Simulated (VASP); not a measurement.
Runs of VASP 6.6.1 on K. The structure is that of space group Im-3m (No. 229), or close to it. The cells are those of the table. 

```tsv
cell	k mesh	gap on the mesh (eV)	pressure (GPa)
a = 4.671 Å, angles 109.5°, 1 atom	14 × 14 × 14	none	-0.1
a = 4.548 Å, angles 109.5°, 1 atom	14 × 14 × 14	none	(a)
a = 4.610 Å, angles 109.5°, 1 atom	9 × 9 × 9	none	0.0
a = 4.418 Å, angles 109.5°, 1 atom	14 × 14 × 14	none	0.5
a = 4.610 Å, angles 109.5°, 1 atom	14 × 14 × 14	none	0.0
```

Alike in all rows: task single point; level BLYP; potentials or basis VASP PAW PBE potentials, release 64 (K_sv); no spin polarisation; cutoff (eV) 520; smearing fermi-dirac 0.1 eV.

Problem. Fill in the values left out.

Solution. (a) 0.2.

Caveats: the PAW data sets were made with another functional, which shifts forces and pressure a little.

A gap of «none» marks levels without a gap at the run's occupations.
